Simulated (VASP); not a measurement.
Cu, 2 atoms in the cell. The structure is orthorhombic, space group Cmcm (No. 63). Conventional cell: a = 2.682 Å, b = 4.037 Å, c = 4.037 Å, α = 90.00°, β = 90.00°, γ = 90.00°. Within 3.2 Å of Cu (site symmetry m2m) lie 12 Cu at 2.42 to 2.68 Å.  This cell differs from its parent crystal: mode 1 frozen in at -0.314 Å and mode 5 at +0.000 Å (largest displacements).

* Program: VASP 6.6.1
* Task: single point
* Functional: LDA
* Potentials or basis: VASP PAW LDA potentials, release 64 (Cu)
* Cutoff: 520 eV
* k mesh: 20 × 20 × 12
* Occupations: gaussian, width 0.15 eV
* Spin: no spin polarisation
* Dipole correction: no
* Further INCAR settings: ALGO = Fast; EDIFF = 1e-06; NBANDS = 18

Potentials or basis: VASP PAW LDA potentials, release 64 (Cu).

Launch:

```sh
$ cat potpaw_LDA.64/Cu/POTCAR > POTCAR
$ mpirun -np 1 vasp_std > vasp.out
```

Hardware: 1 thread of Intel(R) Xeon(R) Platinum 8488C (Sapphire Rapids), with other jobs on the host.

Task: Estimate the wall time of this run.

Result: It took 3 min on 1 thread of Intel(R) Xeon(R) Platinum 8488C (Sapphire Rapids), on a shared host, peak memory 0.33 GiB. Counts: scf iterations 13, k points 777.
